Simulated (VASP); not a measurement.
# Zn2C (fluorite type) in VASP: further runs

Zn2C (fluorite type) is run at these levels: PBE; tasks: relaxation of cell and atoms, single point.

Everything below comes from runs of VASP 6.6.1. Logs are shortened: lines on timing, memory, paths and dates and some standing lists are left out, and cuts for length are marked.

## 1. The cell of the first run

Symmetry: Fm-3m, No. 225, cubic system. Conventional cell: a = 5.240 Å, b = 5.240 Å, c = 5.240 Å, α = 90.00°, β = 90.00°, γ = 90.00°. C (site symmetry m-3m) has 8 Zn at 2.27 Å within 3.0 Å. Within 3.0 Å of Zn (site symmetry -43m) lie 4 C at 2.27 Å and 6 Zn at 2.62 Å.

## 2. Relaxation of cell and atoms, PBE

Contents of INCAR:

```
SYSTEM = Zn2C
ALGO = Normal
EDIFF = 1E-6
EDIFFG = -0.005
ENCUT = 600
GGA = PE
IBRION = 2
ISIF = 3
ISMEAR = -1
LASPH = .True.
LCHARG = .False.
LREAL = .False.
LWAVE = .False.
NELM = 60
NSW = 100
PREC = Accurate
SIGMA = 0.08
```

Contents of KPOINTS:

```
k-points
0
Gamma
  11 11 11
  0 0 0
```

Contents of POSCAR:

```
Zn2C
1.0
    0.0000000000      2.6198179087      2.6198179087
    2.6198179087      0.0000000000      2.6198179087
    2.6198179087      2.6198179087      0.0000000000
C Zn
1 2
Direct
    0.0000000000      0.0000000000      0.0000000000
    0.2500000000      0.2500000000      0.2500000000
    0.7500000000      0.7500000000      0.7500000000
```

Potentials or basis: VASP PAW PBE potentials, release 64 (C, Zn).

Started as:

```
$ cat potpaw_PBE.64/C/POTCAR potpaw_PBE.64/Zn/POTCAR > POTCAR
$ mpirun -np 1 vasp_std > vasp.out
```

OUTCAR:

```text
SYSTEM = Zn2C
   EDIFF = 1E-6
   EDIFFG = -0.005
   ENCUT = 600
   GGA = PE
   IBRION = 2
   ISIF = 3
   ISMEAR = -1
   LASPH = .True.
   LREAL = .False.
   NELM = 60
   NSW = 100
   PREC = Accurate

 ion  position               nearest neighbor table
   1  0.000  0.000  0.000-   3 2.27   3 2.27   3 2.27   2 2.27   3 2.27   2 2.27   2 2.27   2 2.27

   2  0.250  0.250  0.250-   1 2.27   1 2.27   1 2.27   1 2.27   3 2.62   3 2.62   3 2.62   3 2.62
                             3 2.62   3 2.62
   3  0.750  0.750  0.750-   1 2.27   1 2.27   1 2.27   1 2.27   2 2.62   2 2.62   2 2.62   2 2.62
                             2 2.62   2 2.62

  LATTYP: Found a face centered cubic cell.
 ALAT       =     5.2396358174

  Lattice vectors:

 A1 = (   0.0000000000,   2.6198179087,   2.6198179087)
 A2 = (   2.6198179087,   0.0000000000,   2.6198179087)
 A3 = (   2.6198179087,   2.6198179087,   0.0000000000)

Analysis of symmetry for initial positions (statically):
=====================================================================
 Subroutine PRICEL returns:
 Original cell was already a primitive cell.

 Routine SETGRP: Setting up the symmetry group for a
 face centered cubic supercell.

 Subroutine GETGRP returns: Found 48 space group operations
 (whereof 48 operations were pure point group operations)
 out of a pool of 48 trial point group operations.

The static configuration has the point symmetry O_h .

Analysis of symmetry for dynamics (positions and initial velocities):
=====================================================================
 Subroutine PRICEL returns:
 Original cell was already a primitive cell.

 Routine SETGRP: Setting up the symmetry group for a
 face centered cubic supercell.

 Subroutine GETGRP returns: Found 48 space group operations
 (whereof 48 operations were pure point group operations)
 out of a pool of 48 trial point group operations.

The dynamic configuration has the point symmetry O_h .

 Subroutine INISYM returns: Found 48 space group operations
 (whereof 48 operations are pure point group operations),
 and found     1 'primitive' translations

----------------------------------------------------------------------------------------

                                     Primitive cell

  volume of cell :      35.9620

  direct lattice vectors                    reciprocal lattice vectors
     0.000000000  2.619817909  2.619817909    -0.190852959  0.190852959  0.190852959
     2.619817909  0.000000000  2.619817909     0.190852959 -0.190852959  0.190852959
     2.619817909  2.619817909  0.000000000     0.190852959  0.190852959 -0.190852959

  length of vectors
     3.704982017  3.704982017  3.704982017     0.330567022  0.330567022  0.330567022

  position of ions in fractional coordinates (direct lattice)
     0.000000000  0.000000000  0.000000000
     0.250000000  0.250000000  0.250000000
     0.750000000  0.750000000  0.750000000

  ion indices of the primitive-cell ions
   primitive index   ion index
                 1           1
                 2           2
                 3           3

----------------------------------------------------------------------------------------

 KPOINTS: k-points

Automatic generation of k-mesh.
 Grid dimensions read from file:
 generate k-points for:   11   11   11

 Generating k-lattice:

  Cartesian coordinates                     Fractional coordinates (reciprocal lattice)
    -0.017350269  0.017350269  0.017350269     0.090909091  0.000000000  0.000000000
     0.017350269 -0.017350269  0.017350269     0.000000000  0.090909091  0.000000000
     0.017350269  0.017350269 -0.017350269     0.000000000  0.000000000  0.090909091

  Length of vectors
     0.030051547  0.030051547  0.030051547

  Shift w.r.t. Gamma in fractional coordinates (k-lattice)
     0.000000000  0.000000000  0.000000000

 Subroutine IBZKPT returns following result:
 ===========================================

 Found     56 irreducible k-points:

 Following reciprocal coordinates:
            Coordinates               Weight
  0.000000  0.000000  0.000000      1.000000
  0.090909  0.000000  0.000000      8.000000
  0.181818  0.000000  0.000000      8.000000
  0.272727  0.000000  0.000000      8.000000
  0.363636  0.000000  0.000000      8.000000
  0.454545  0.000000  0.000000      8.000000
[... 16 lines left out ...]
 -0.272727  0.181818  0.000000     24.000000
 -0.181818  0.181818  0.000000     12.000000
 [... further k-points ...]
   k-points           NKPTS =     56   k-points in BZ     NKDIM =     56   number of bands    NBANDS=     18
   number of dos      NEDOS =    301   number of ions     NIONS =      3
   total plane-waves  NPLWV =  27000
   dimension x,y,z NGX =    30 NGY =   30 NGZ =   30
   dimension x,y,z NGXF=    60 NGYF=   60 NGZF=   60
   ions per type =               1   2
   NGX,Y,Z   is equivalent  to a cutoff of  13.46, 13.46, 13.46 a.u.
   NGXF,Y,Z  is equivalent  to a cutoff of  26.92, 26.92, 26.92 a.u.
 SYSTEM =  Zn2C
   PREC   = accura    normal or accurate (medium, high low for compatibility)
   ISTART =      0    job   : 0-new  1-cont  2-samecut
   ICHARG =      2    charge: 1-file 2-atom 10-const
   ISPIN  =      1    spin polarized calculation?
   LNONCOLLINEAR =      F non collinear calculations
   LSORBIT =      F    spin-orbit coupling
   LASPH  =      T    aspherical Exc in radial PAW
   ENCUT  =  600.0 eV  44.10 Ry    6.64 a.u.   7.40  7.40  7.40*2*pi/ulx,y,z
   NELM   =     60;   NELMIN=  2; NELMDL= -5     # of ELM steps
   EDIFF  = 0.1E-05   stopping-criterion for ELM
   LREAL  =      F    real-space projection
   EDIFFG = -.5E-02   stopping-criterion for IOM
   NSW    =    100    number of steps for IOM
   IBRION =      2    ionic relax: 0-MD 1-quasi-New 2-CG
   NFREE  =      1    steps in history (QN), initial steepest desc. (CG)
   ISIF   =      3    stress and relaxation
   ISYM   =      2    0-nonsym 1-usesym 2-fastsym
   POTIM  = 0.5000    time-step for ionic-motion
   TEBEG  =    0.0;   TEEND  =   0.0 temperature during run
   PSTRESS=    0.0 pullay stress
   NELECT =      28.0000    total number of electrons
   NUPDOWN=      -1.0000    fix difference up-down
   EMIN   =  10.00;   EMAX   =-10.00  energy-range for DOS
   EFERMI =   0.00;   METHOD = LEGACY
   ISMEAR =    -1;   SIGMA  =   0.08  broadening in eV -4-tet -1-fermi 0-gaus
   EFERMI_NEDOS =   21; number of points for ismear=-14 and -15
   IALGO  =     38    algorithm
   IMIX   =      4    mixing-type and parameters
     AMIX     =   0.40;   BMIX     =  1.00
     AMIX_MAG =   1.60;   BMIX_MAG =  1.00
  volume/ion in A,a.u.               =      11.99        80.89
  Fermi-wavevector in a.u.,A,eV,Ry     =   1.506074  2.846068 30.861549  2.268260
  Thomas-Fermi vector in A             =   2.616840
   LORBIT       =      0    0 simple, 1 ext, 2 COOP (PROOUT), +10 PAW based schemes
   GGA     = PE    functional components
   LHFCALC =     F    Hartree Fock is set to
   AEXX    =    0.0000 exact exchange contribution
   IVDW    =     0    specifies the selected vdW correction
   LEPSILON=     F    determine dielectric tensor
   LRPA    =     F    only Hartree local field effects (RPA)
 conjugate gradient relaxation of ions
 non-spin polarized calculation
  energy-cutoff  :      600.00
  volume of cell :       35.96
 maximum number of plane-waves:      1243
 NGX is ok and might be reduce to    30
   NGX = 15   NGY = 15   NGZ = 15

--------------------------------------- Ionic step        1  -------------------------------------------

 number of electron      27.9999977 magnetization

 Free energy of the ion-electron system (eV)
  ---------------------------------------------------
  ext. energy  EPLUGINS =         0.00000000
  ---------------------------------------------------
  free energy    TOTEN  =        -9.27142813 eV

  energy without entropy =       -9.27082490  energy(sigma->0) =       -9.27112651

------------------------ aborting loop because EDIFF is reached ----------------------------------------

  FORCE on cell =-STRESS in cart. coord.  units (eV):
  Direction    XX          YY          ZZ          XY          YZ          ZX
  --------------------------------------------------------------------------------------
  -------------------------------------------------------------------------------------
  Total       -0.3760224     -0.3760224     -0.3760224      0.0000000      0.0000000      0.0000000
  in kB      -16.7525520    -16.7525520    -16.7525520      0.0000000      0.0000000      0.0000000
  external PRESSURE =     -16.7525520 kB  Pullay stress =       0.0000000 kB

 VOLUME and BASIS-vectors are now :
 -----------------------------------------------------------------------------
  energy-cutoff  :      600.00
  volume of cell :       35.96
      direct lattice vectors                 reciprocal lattice vectors
     0.000000000  2.619817909  2.619817909    -0.190852959  0.190852959  0.190852959
     2.619817909  0.000000000  2.619817909     0.190852959 -0.190852959  0.190852959
     2.619817909  2.619817909  0.000000000     0.190852959  0.190852959 -0.190852959
[... 38 lines left out ...]
 POSITION                                       TOTAL-FORCE (eV/Angst)
 -----------------------------------------------------------------------------------
      2.60398      5.20795      2.60398         0.000000      0.000000     -0.000000
      1.30199      1.30199      1.30199        -0.000000     -0.000000     -0.000000
      3.90596      3.90596      3.90596         0.000000      0.000000      0.000000
 -----------------------------------------------------------------------------------
    total drift:                               -0.000000      0.000000      0.000000

  FREE ENERGIE OF THE ION-ELECTRON SYSTEM (eV)
  ---------------------------------------------------
  free  energy   TOTEN  =        -9.2739727984 eV

  energy  without entropy=       -9.2734074883  energy(sigma->0) =       -9.27369014

--------------------------------------- Ionic step        3  -------------------------------------------

 number of electron      27.9999992 magnetization

 Free energy of the ion-electron system (eV)
  ---------------------------------------------------
  ext. energy  EPLUGINS =         0.00000000
  ---------------------------------------------------
  free energy    TOTEN  =        -9.27421757 eV

  energy without entropy =       -9.27364536  energy(sigma->0) =       -9.27393147

 E-fermi :   4.5359     XC(G=0): -11.8921

 val. band max:        4.3739941194   @ k =   0.0000   0.0000   0.0000
 cond. band min:       5.0107961526   @ k =   0.0909   0.0000   0.0000
 fundamental gap:      0.6368020331
 Fermi energy:         4.5358609389

 k-point     1 :       0.0000    0.0000    0.0000
  band No.  band energies     occupation
      1      -9.3968      2.00000
      2      -4.1799      2.00000
      3      -4.1799      2.00000
      4      -4.1799      2.00000
      5      -3.9996      2.00000
      6      -3.9996      2.00000
[... 10 lines left out ...]
     17       8.5235      0.00000
     18       8.5235      0.00000
[... 463 lines left out ...]
 k-point    24 :      -0.1818    0.1818    0.0000
  band No.  band energies     occupation
      1      -8.3821      2.00000
      2      -4.2313      2.00000
      3      -3.9814      2.00000
      4      -3.7983      2.00000
      5      -3.7797      2.00000
      6      -3.6431      2.00000
[... 10 lines left out ...]
     17       8.9194      0.00000
     18      10.5538      0.00000

 [... further k-points ...]
[... 5 lines left out ...]
  --------------------------------------------------------------------------------------
  -------------------------------------------------------------------------------------
  Total        0.0048314      0.0048314      0.0048314     -0.0000000     -0.0000000     -0.0000000
  in kB        0.2182480      0.2182480      0.2182480     -0.0000000     -0.0000000     -0.0000000
  external PRESSURE =       0.2182480 kB  Pullay stress =       0.0000000 kB

 VOLUME and BASIS-vectors are now :
 -----------------------------------------------------------------------------
  energy-cutoff  :      600.00
  volume of cell :       35.47
      direct lattice vectors                 reciprocal lattice vectors
    -0.000000000  2.607757418  2.607757418    -0.191735626  0.191735626  0.191735626
     2.607757418  0.000000000  2.607757418     0.191735626 -0.191735626  0.191735626
     2.607757418  2.607757418  0.000000000     0.191735626  0.191735626 -0.191735626

 POSITION                                       TOTAL-FORCE (eV/Angst)
 -----------------------------------------------------------------------------------
      0.00000      0.00000      0.00000        -0.000000      0.000000      0.000000
      1.30388      1.30388      1.30388         0.000000     -0.000000      0.000000
      3.91164      3.91164      3.91164        -0.000000     -0.000000     -0.000000
 -----------------------------------------------------------------------------------
    total drift:                               -0.000000      0.000000      0.000000

  FREE ENERGIE OF THE ION-ELECTRON SYSTEM (eV)
  ---------------------------------------------------
  free  energy   TOTEN  =        -9.2742175743 eV

  energy  without entropy=       -9.2736453602  energy(sigma->0) =       -9.27393147

 reached required accuracy - stopping structural energy minimisation
```

Wall time 44 s (1 thread of Intel Xeon 6975P-C (Granite Rapids), shared host); peak memory 0.19 GiB.

What came out:

```yaml
Free_energy: -9.2742 eV
Relaxed_volume: 11.82 Å³/atom
Relaxed_cell: a = 3.688 Å, b = 3.688 Å, c = 3.688 Å, α = 60.00°, β = 60.00°, γ = 60.00°
Space_group_after_relaxing_to_0.05_Å: Fm-3m (No. 225)
Energy_gained_by_relaxing: 0.9 meV/atom
Ionic_steps: 3
Pressure_after_relaxing: 0.0 GPa
Band_gap_on_the_k_mesh: zero (filled and empty bands touch)
```

Step by step:
```tsv
step	energy change (eV)	largest force (eV/Å)	pressure (GPa)	volume (Å³)
1	0.0000	0.0000	-1.68	35.96
2	-0.0025	0.0000	0.79	35.31
3	-0.0028	0.0000	0.02	35.47
```

Final structure:
```
C Zn
1.0
     0.00000    2.60776    2.60776
     2.60776    0.00000    2.60776
     2.60776    2.60776    0.00000
C Zn
1 2
Direct
  0.00000 0.00000 0.00000
  0.25000 0.25000 0.25000
  0.75000 0.75000 0.75000
```

## 3. Single point, PBE (xy shear strain of -1.5 %)

Contents of INCAR:

```
SYSTEM = Zn2C
PREC = Accurate
ENCUT = 520
EDIFF = 1E-6
ISMEAR = -1
SIGMA = 0.08
LREAL = .False.
LASPH = .True.
NELM = 100
ALGO = Normal
ISIF = 2
LWAVE = .False.
LCHARG = .False.
GGA = PE
NBANDS = 21
```

Contents of KPOINTS:

```
regular mesh
0
Gamma
  11 11 11
  0 0 0
```

Contents of POSCAR:

```
Zn2C
1.0
   -0.0195331916      2.6044255414      2.6044255414
    2.6044255414     -0.0195331916      2.6044255414
    2.5848923498      2.5848923498      0.0000000000
C Zn
1 2
Direct
    0.0000000000      0.0000000000      0.0000000000
    0.2500000000      0.2500000000      0.2500000000
    0.7500000000      0.7500000000      0.7500000000
```

Potentials or basis: VASP PAW PBE potentials, release 64 (C, Zn).

Started as:

```
$ cat potpaw_PBE.64/C/POTCAR potpaw_PBE.64/Zn/POTCAR > POTCAR
$ mpirun -np 1 vasp_std > vasp.out
```

Wall time 57 s (1 thread of Intel Xeon 6975P-C (Granite Rapids), shared host); peak memory 0.26 GiB.

It converged, with:

* Free energy: -9.2721 eV
* Pressure: 0.6 GPa
* Largest force: 0.003 eV/Å

Forces on the atoms (eV/Å):
```
C    0.000  0.000  0.000
Zn   0.000  0.000 -0.003
Zn   0.000  0.000  0.003
```

Stress tensor (GPa, compression positive):
```
0.62 0.82 0.00
0.82 0.62 0.00
0.00 0.00 0.60
```

Levels at points of the mesh, in eV from the Fermi level:
```
           k point  band 12  band 13  band 14  band 15  band 16  band 17
(0.00, 0.00, 0.00)    -0.38    -0.18    -0.16    -0.14     3.85     4.00
```

Caveat: the cell differs from its parent crystal (xy shear strain of -1.5 %).
